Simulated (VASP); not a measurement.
# SnO2 (P4_2/mnm) in VASP: further runs, part 2 of 2

VASP 6.6.1. The steps go on from the part before.

**3. Single point, PBEsol**

The input, INCAR:

```
  PREC = Accurate
  ENCUT = 520
  EDIFF = 1E-6
  ISMEAR = -1
  SIGMA = 0.05
  LREAL = Auto
  LASPH = True
  NELM = 100
  ALGO = Normal
  ISIF = 2
  LWAVE = False
  LCHARG = False
  GGA = PS
  NBANDS = 354
```

The input, KPOINTS:

```
Automatic mesh
0
Gamma
  1 1 1
```

The input, POSCAR:

```
SnO2
1.0
    9.5380920000      0.0000000000      0.0000000000
    0.0000000000      9.5380920000      0.0000000000
    0.0000000000      0.0000000000      9.6363030000
Sn O
24 48
Direct
    0.0000000000      0.0000000000      0.0000000000
    0.0000000000      0.0000000000      0.3333330000
    0.0000000000      0.0000000000      0.6666670000
    0.0000000000      0.5000000000      0.0000000000
    0.0000000000      0.5000000000      0.3333330000
    0.0000000000      0.5000000000      0.6666670000
    0.5000000000      0.0000000000      0.0000000000
    0.5000000000      0.0000000000      0.3333330000
    0.5000000000      0.0000000000      0.6666670000
    0.5000000000      0.5000000000      0.0000000000
    0.5000000000      0.5000000000      0.3333330000
    0.5000000000      0.5000000000      0.6666670000
    0.2500000000      0.2500000000      0.1666670000
    0.2500000000      0.2500000000      0.5000000000
    0.2500000000      0.2500000000      0.8333330000
    0.2500000000      0.7500000000      0.1666670000
    0.2500000000      0.7500000000      0.5000000000
    0.2500000000      0.7500000000      0.8333330000
    0.7500000000      0.2500000000      0.1666670000
    0.7500000000      0.2500000000      0.5000000000
    0.7500000000      0.2500000000      0.8333330000
    0.7500000000      0.7500000000      0.1666670000
    0.7500000000      0.7500000000      0.5000000000
    0.7500000000      0.7500000000      0.8333330000
    0.1531370000      0.1531370000      0.0000000000
    0.1531370000      0.1531370000      0.3333330000
    0.1531370000      0.1531370000      0.6666670000
    0.1531370000      0.6531370000      0.0000000000
    0.1531370000      0.6531370000      0.3333330000
    0.1531370000      0.6531370000      0.6666670000
    0.6531370000      0.1531370000      0.0000000000
    0.6531370000      0.1531370000      0.3333330000
    0.6531370000      0.1531370000      0.6666670000
    0.6531370000      0.6531370000      0.0000000000
    0.6531370000      0.6531370000      0.3333330000
    0.6531370000      0.6531370000      0.6666670000
    0.3468630000      0.3468630000      0.0000000000
    0.3468630000      0.3468630000      0.3333330000
    0.3468630000      0.3468630000      0.6666670000
    0.3468630000      0.8468630000      0.0000000000
    0.3468630000      0.8468630000      0.3333330000
    0.3468630000      0.8468630000      0.6666670000
    0.8468630000      0.3468630000      0.0000000000
    0.8468630000      0.3468630000      0.3333330000
    0.8468630000      0.3468630000      0.6666670000
    0.8468630000      0.8468630000      0.0000000000
    0.8468630000      0.8468630000      0.3333330000
    0.8468630000      0.8468630000      0.6666670000
    0.0968630000      0.4031370000      0.1666670000
    0.0968630000      0.4031370000      0.5000000000
    0.0968630000      0.4031370000      0.8333330000
    0.0968630000      0.9031370000      0.1666670000
    0.0968630000      0.9031370000      0.5000000000
    0.0968630000      0.9031370000      0.8333330000
    0.5968630000      0.4031370000      0.1666670000
    0.5968630000      0.4031370000      0.5000000000
    0.5968630000      0.4031370000      0.8333330000
    0.5968630000      0.9031370000      0.1666670000
    0.5968630000      0.9031370000      0.5000000000
    0.5968630000      0.9031370000      0.8333330000
    0.4031370000      0.0968630000      0.1666670000
    0.4031370000      0.0968630000      0.5000000000
    0.4031370000      0.0968630000      0.8333330000
    0.4031370000      0.5968630000      0.1666670000
    0.4031370000      0.5968630000      0.5000000000
    0.4031370000      0.5968630000      0.8333330000
    0.9031370000      0.0968630000      0.1666670000
    0.9031370000      0.0968630000      0.5000000000
    0.9031370000      0.0968630000      0.8333330000
    0.9031370000      0.5968630000      0.1666670000
    0.9031370000      0.5968630000      0.5000000000
    0.9031370000      0.5968630000      0.8333330000
```

Potentials or basis: VASP PAW PBE potentials, release 64 (Sn_d, O).

On the command line:

```sh
cat potpaw_PBE.64/Sn_d/POTCAR potpaw_PBE.64/O/POTCAR > POTCAR
mpirun -np 1 vasp_gam > vasp.out
```

OUTCAR:

```text
PREC = Accurate
   ENCUT = 520
   EDIFF = 1E-6
   ISMEAR = -1
   LREAL = Auto
   LASPH = True
   NELM = 100
   ISIF = 2
   GGA = PS

 ion  position               nearest neighbor table
   1  0.000  0.000  0.000-  25 2.07  46 2.07  52 2.07  54 2.07  67 2.07  69 2.07   2 3.21   3 3.21
                            22 3.74  24 3.74  13 3.74  15 3.74  16 3.74  18 3.74  19 3.74  21 3.74
   2  0.000  0.000  0.333-  26 2.07  47 2.07  52 2.07  67 2.07  53 2.07  68 2.07   1 3.21   3 3.21
                            19 3.74  22 3.74  13 3.74  16 3.74  17 3.74  23 3.74  14 3.74  20 3.74
   3  0.000  0.000  0.667-  27 2.07  48 2.07  54 2.07  69 2.07  68 2.07  53 2.07   1 3.21   2 3.21
                            21 3.74  24 3.74  15 3.74  18 3.74  23 3.74  14 3.74  20 3.74  17 3.74
   4  0.000  0.500  0.000-  28 2.07  43 2.07  49 2.07  51 2.07  70 2.07  72 2.07   5 3.21   6 3.21
                            22 3.74  24 3.74  13 3.74  15 3.74  16 3.74  18 3.74  19 3.74  21 3.74
   5  0.000  0.500  0.333-  29 2.07  44 2.07  49 2.07  70 2.07  50 2.07  71 2.07   4 3.21   6 3.21
                            19 3.74  22 3.74  13 3.74  16 3.74  17 3.74  23 3.74  14 3.74  20 3.74
   6  0.000  0.500  0.667-  30 2.07  45 2.07  51 2.07  72 2.07  71 2.07  50 2.07   4 3.21   5 3.21
                            21 3.74  24 3.74  15 3.74  18 3.74  23 3.74  14 3.74  20 3.74  17 3.74
   7  0.500  0.000  0.000-  31 2.07  40 2.07  58 2.07  60 2.07  61 2.07  63 2.07   8 3.21   9 3.21
                            22 3.74  24 3.74  13 3.74  15 3.74  16 3.74  18 3.74  19 3.74  21 3.74
   8  0.500  0.000  0.333-  32 2.07  41 2.07  58 2.07  61 2.07  59 2.07  62 2.07   7 3.21   9 3.21
                            19 3.74  22 3.74  13 3.74  16 3.74  17 3.74  23 3.74  14 3.74  20 3.74
   9  0.500  0.000  0.667-  33 2.07  42 2.07  60 2.07  63 2.07  62 2.07  59 2.07   7 3.21   8 3.21
[... 86 lines left out ...]
 A1 = (   9.5380920000,   0.0000000000,   0.0000000000)
 A2 = (   0.0000000000,   9.5380920000,   0.0000000000)
 A3 = (   0.0000000000,   0.0000000000,   9.6363030000)

Analysis of symmetry for initial positions (statically):
=====================================================================
 Subroutine PRICEL returns following result:

  LATTYP: Found a simple tetragonal cell.
 ALAT       =     4.7690460000
 C/A-ratio  =     0.6735304688

  Lattice vectors:

 A1 = (   4.7690460000,   0.0000000000,   0.0000000000)
 A2 = (   0.0000000000,   4.7690460000,   0.0000000000)
 A3 = (   0.0000000000,   0.0000000000,   3.2120977879)

  12 primitive cells build up your supercell.

 Routine SETGRP: Setting up the symmetry group for a
 simple tetragonal supercell.

 Subroutine GETGRP returns: Found 16 space group operations
 (whereof  8 operations were pure point group operations)
 out of a pool of 16 trial point group operations.

The static configuration has the point symmetry D_2h.
 The point group associated with its full space group is D_4h.

Analysis of symmetry for dynamics (positions and initial velocities):
=====================================================================
 Subroutine PRICEL returns following result:

  LATTYP: Found a simple tetragonal cell.
 ALAT       =     4.7690460000
 C/A-ratio  =     0.6735304688

  Lattice vectors:

 A1 = (   4.7690460000,   0.0000000000,   0.0000000000)
 A2 = (   0.0000000000,   4.7690460000,   0.0000000000)
 A3 = (   0.0000000000,   0.0000000000,   3.2120977879)

[... 72 lines left out ...]

 Following reciprocal coordinates:
            Coordinates               Weight
  0.000000  0.000000  0.000000      1.000000
   k-points           NKPTS =      1   k-points in BZ     NKDIM =      1   number of bands    NBANDS=    354
   number of dos      NEDOS =    301   number of ions     NIONS =     72
   total plane-waves  NPLWV = 373248
   dimension x,y,z NGX =    72 NGY =   72 NGZ =   72
   dimension x,y,z NGXF=   144 NGYF=  144 NGZF=  144
   ions per type =              24  48
   NGX,Y,Z   is equivalent  to a cutoff of  12.55, 12.55, 12.42 a.u.
   NGXF,Y,Z  is equivalent  to a cutoff of  25.10, 25.10, 24.84 a.u.
 SYSTEM =  unknown system
   PREC   = accura    normal or accurate (medium, high low for compatibility)
   ISTART =      0    job   : 0-new  1-cont  2-samecut
   ICHARG =      2    charge: 1-file 2-atom 10-const
   ISPIN  =      1    spin polarized calculation?
   LNONCOLLINEAR =      F non collinear calculations
   LSORBIT =      F    spin-orbit coupling
   LASPH  =      T    aspherical Exc in radial PAW
   ENCUT  =  520.0 eV  38.22 Ry    6.18 a.u.  17.73 17.73 17.92*2*pi/ulx,y,z
   NELM   =    100;   NELMIN=  2; NELMDL= -5     # of ELM steps
   EDIFF  = 0.1E-05   stopping-criterion for ELM
   LREAL  =      T    real-space projection
   EDIFFG = 0.1E-04   stopping-criterion for IOM
   NSW    =      0    number of steps for IOM
   IBRION =     -1    ionic relax: 0-MD 1-quasi-New 2-CG
   NFREE  =      0    steps in history (QN), initial steepest desc. (CG)
   ISIF   =      2    stress and relaxation
   ISYM   =      2    0-nonsym 1-usesym 2-fastsym
   POTIM  = 0.5000    time-step for ionic-motion
   TEBEG  =    0.0;   TEEND  =   0.0 temperature during run
   PSTRESS=    0.0 pullay stress
   NELECT =     624.0000    total number of electrons
   NUPDOWN=      -1.0000    fix difference up-down
   EMIN   =  10.00;   EMAX   =-10.00  energy-range for DOS
   EFERMI =   0.00;   METHOD = LEGACY
   ISMEAR =    -1;   SIGMA  =   0.05  broadening in eV -4-tet -1-fermi 0-gaus
   EFERMI_NEDOS =   21; number of points for ismear=-14 and -15
   IALGO  =     38    algorithm
   IMIX   =      4    mixing-type and parameters
     AMIX     =   0.40;   BMIX     =  1.00
     AMIX_MAG =   1.60;   BMIX_MAG =  1.00
  volume/ion in A,a.u.               =      12.18        82.17
  Fermi-wavevector in a.u.,A,eV,Ry     =   1.461701  2.762214 29.069797  2.136570
  Thomas-Fermi vector in A             =   2.578001
   LORBIT       =      0    0 simple, 1 ext, 2 COOP (PROOUT), +10 PAW based schemes
   GGA     = PS    functional components
   LHFCALC =     F    Hartree Fock is set to
   AEXX    =    0.0000 exact exchange contribution
   IVDW    =     0    specifies the selected vdW correction
   LEPSILON=     F    determine dielectric tensor
   LRPA    =     F    only Hartree local field effects (RPA)
 non-spin polarized calculation
  energy-cutoff  :      520.00
  volume of cell :      876.66
 maximum number of plane-waves:     11820
 NGX is ok and might be reduce to    70
   NGX = 35   NGY = 35   NGZ = 35

 number of electron     624.0000090 magnetization

 Free energy of the ion-electron system (eV)
  ---------------------------------------------------
  ext. energy  EPLUGINS =         0.00000000
  ---------------------------------------------------
  free energy    TOTEN  =      -474.87055621 eV

  energy without entropy =     -474.87030326  energy(sigma->0) =     -474.87042974

 E-fermi :   6.2457     XC(G=0): -11.4215

 val. band max:        5.7970319833   @ k =   0.0000   0.0000   0.0000
 cond. band min:       6.6942943179   @ k =   0.0000   0.0000   0.0000
 fundamental gap:      0.8972623346
 Fermi energy:         6.2456634884

 k-point     1 :       0.0000    0.0000    0.0000
  band No.  band energies     occupation
      1     -15.2322      2.00000
      2     -15.0319      2.00000
      3     -15.0319      2.00000
      4     -15.0319      2.00000
      5     -15.0319      2.00000
      6     -15.0319      2.00000
[... 316 lines left out ...]
    323      10.5217      0.00000
    324      10.5217      0.00000
 [bands above 324 left out]

------------------------ aborting loop because EDIFF is reached ----------------------------------------

  FORCE on cell =-STRESS in cart. coord.  units (eV):
  Direction    XX          YY          ZZ          XY          YZ          ZX
  --------------------------------------------------------------------------------------
  -------------------------------------------------------------------------------------
  Total        0.6232203      0.6232203      4.0746759      0.0000000      0.0000000      0.0000000
  in kB        1.1389869      1.1389869      7.4468087      0.0000000      0.0000000      0.0000000
  external PRESSURE =       3.2415942 kB  Pullay stress =       0.0000000 kB

 VOLUME and BASIS-vectors are now :
 -----------------------------------------------------------------------------
  energy-cutoff  :      520.00
  volume of cell :      876.66
      direct lattice vectors                 reciprocal lattice vectors
     9.538092000  0.000000000  0.000000000     0.104842771  0.000000000  0.000000000
     0.000000000  9.538092000  0.000000000     0.000000000  0.104842771  0.000000000
     0.000000000  0.000000000  9.636303000     0.000000000  0.000000000  0.103774238

 POSITION                                       TOTAL-FORCE (eV/Angst)
 -----------------------------------------------------------------------------------
      0.00000      0.00000      0.00000        -0.000000      0.000000     -0.000000
      0.00000      0.00000      3.21210        -0.000000      0.000000      0.000000
      0.00000      0.00000      6.42421        -0.000000      0.000000      0.000000
      0.00000      4.76905      0.00000        -0.000000      0.000000      0.000000
      0.00000      4.76905      3.21210        -0.000000      0.000000      0.000000
      0.00000      4.76905      6.42421        -0.000000      0.000000      0.000000
[... 64 lines left out ...]
      8.61420      5.69293      4.81815        -0.002301      0.002301      0.000000
      8.61420      5.69293      8.03025        -0.002301      0.002301      0.000000
 -----------------------------------------------------------------------------------
    total drift:                                0.000000      0.000000     -0.000000

  FREE ENERGIE OF THE ION-ELECTRON SYSTEM (eV)
  ---------------------------------------------------
  free  energy   TOTEN  =      -474.8705562137 eV

  energy  without entropy=     -474.8703032648  energy(sigma->0) =     -474.87042974
```

Run time: 7.6 min. Hardware: 1 thread of Intel Xeon Platinum 8259CL at 2.50GHz (Skylake/Cascade Lake), shared host; peak memory 0.74 GiB.

What came out:

| Item | Value |
| --- | --- |
| Free energy | -474.8706 eV |
| Pressure | 0.3 GPa |
| Largest force | 0.003 eV/Å |
| Band gap on the k mesh | 0.90 eV |

Forces on the atoms (eV/Å):
```
Sn   0.000  0.000  0.000
Sn   0.000  0.000  0.000
Sn   0.000  0.000  0.000
Sn   0.000  0.000  0.000
Sn   0.000  0.000  0.000
Sn   0.000  0.000  0.000
Sn   0.000  0.000  0.000
Sn   0.000  0.000  0.000
Sn   0.000  0.000  0.000
Sn   0.000  0.000  0.000
Sn   0.000  0.000  0.000
Sn   0.000  0.000  0.000
Sn   0.000  0.000  0.000
Sn   0.000  0.000  0.000
Sn   0.000  0.000  0.000
Sn   0.000  0.000  0.000
Sn   0.000  0.000  0.000
Sn   0.000  0.000  0.000
Sn   0.000  0.000  0.000
Sn   0.000  0.000  0.000
Sn   0.000  0.000  0.000
Sn   0.000  0.000  0.000
Sn   0.000  0.000  0.000
Sn   0.000  0.000  0.000
O   -0.002 -0.002  0.000
O   -0.002 -0.002  0.000
O   -0.002 -0.002  0.000
O   -0.002 -0.002  0.000
O   -0.002 -0.002  0.000
O   -0.002 -0.002  0.000
O   -0.002 -0.002  0.000
O   -0.002 -0.002  0.000
O   -0.002 -0.002  0.000
O   -0.002 -0.002  0.000
O   -0.002 -0.002  0.000
O   -0.002 -0.002  0.000
O    0.002  0.002  0.000
O    0.002  0.002  0.000
O    0.002  0.002  0.000
O    0.002  0.002  0.000
O    0.002  0.002  0.000
O    0.002  0.002  0.000
O    0.002  0.002  0.000
O    0.002  0.002  0.000
O    0.002  0.002  0.000
O    0.002  0.002  0.000
O    0.002  0.002  0.000
O    0.002  0.002  0.000
O    0.002 -0.002  0.000
O    0.002 -0.002  0.000
O    0.002 -0.002  0.000
O    0.002 -0.002  0.000
O    0.002 -0.002  0.000
O    0.002 -0.002  0.000
O    0.002 -0.002  0.000
O    0.002 -0.002  0.000
O    0.002 -0.002  0.000
O    0.002 -0.002  0.000
O    0.002 -0.002  0.000
O    0.002 -0.002  0.000
O   -0.002  0.002  0.000
O   -0.002  0.002  0.000
O   -0.002  0.002  0.000
O   -0.002  0.002  0.000
O   -0.002  0.002  0.000
O   -0.002  0.002  0.000
O   -0.002  0.002  0.000
O   -0.002  0.002  0.000
O   -0.002  0.002  0.000
O   -0.002  0.002  0.000
O   -0.002  0.002  0.000
O   -0.002  0.002  0.000
```

Stress tensor (GPa, compression positive):
```
0.11 0.00 0.00
0.00 0.11 0.00
0.00 0.00 0.74
```

Levels at points of the mesh, in eV from the valence-band top:
| k point | band 310 | band 311 | band 312 | band 313 | band 314 | band 315 |
| --- | --- | --- | --- | --- | --- | --- |
| (0.00, 0.00, 0.00) | -0.64 | -0.64 | 0.00 | 0.90 | 4.12 | 4.12 |

Caveat: the k points lie up to 0.66 Å⁻¹ apart; the PAW data sets were made with another functional, which shifts forces and pressure a little; spin-orbit coupling is left out, which moves the levels of the heavy elements; an odd mesh through Γ misses points on the zone boundary, where band edges can lie.
